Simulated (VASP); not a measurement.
MgFe3O: single point with PBE

Crystal: MgFe3O.

```
Mg Fe O
1.0
     2.74955    1.58745    2.25192
    -2.74955    1.58745    2.25192
     0.00000   -3.17490    2.25192
Mg Fe O
1 3 1
Direct
  0.00000 0.00000 0.00000
  0.50000 0.50000 0.00000
  0.00000 0.50000 0.50000
  0.50000 0.00000 0.50000
  0.50000 0.50000 0.50000
```

| Property | Result |
| --- | --- |
| Program | VASP 6.6.1 |
| Task | single point |
| Functional | PBE |
| Potentials or basis | VASP PAW PBE potentials, release 64 (Mg, Fe, O) |
| Cutoff | 520 eV |
| k mesh | 4 × 4 × 4 |
| Occupations | gaussian, width 0.2 eV |
| Spin | collinear spin, ferromagnetic start |
| Starting moments | [0.0, 4.0, 4.0, 4.0, 0.0] μB |

| Property | Result |
| --- | --- |
| Pressure | 0.7 GPa |
| Net moment | 6.32 μB per cell |
| Site moments | Mg -0.06; Fe +2.18; O +0.06 μB |
| Valence electrons inside the program's atomic spheres | Mg 0.43; Fe 7.17; O 5.04 |

Stress tensor (GPa, compression positive):
```
0.85 0.00 0.00
0.00 0.85 0.00
0.00 0.00 0.43
```

Levels at points of the mesh, in eV from the Fermi level:
Spin up:
```
           k point  band 16  band 17  band 18  band 19  band 20  band 21  band 22  band 23
(0.00, 0.00, 0.00)    -1.05    -1.04    -1.04    -0.85     0.01     3.15     3.16     3.16
(0.50, 0.00, 0.00)    -1.59    -1.59    -1.42    -1.04     0.18     1.59     5.45     5.46
(0.50, 0.50, 0.00)    -1.67    -1.34    -0.80    -0.55    -0.53     1.58     2.62     2.62
(0.50, 0.50, 0.50)    -1.11    -1.04    -1.04    -1.03     0.16     0.18     0.18     4.20
```
Spin down:
```csv
k point,band 9,band 10,band 11,band 12,band 13,band 14,band 15,band 16,band 17,band 18
"(0.00, 0.00, 0.00)",-2.15,-2.15,0.17,0.17,0.28,0.30,0.30,1.27,1.40,1.40
"(0.50, 0.00, 0.00)",-1.69,-1.24,-0.40,-0.08,0.08,0.32,0.34,0.48,0.48,0.54
"(0.50, 0.50, 0.00)",-0.92,-0.92,-0.74,-0.73,-0.40,0.07,0.43,0.58,0.78,0.86
"(0.50, 0.50, 0.50)",-1.26,-1.24,-1.24,-0.65,-0.65,-0.63,0.68,0.68,1.24,1.24
```

It took 25 s on 1 thread of AMD EPYC 9R45 96-Core Processor (Zen 5) (shared host), peak memory 0.17 GiB.

Caveat: the k points lie up to 0.40 Å⁻¹ apart; only a ferromagnetic start was run, and an antiferromagnetic order may lie lower in energy. With open d or f shells a metallic result of PBE can be an artefact of self-interaction; +U or a hybrid may open a gap.
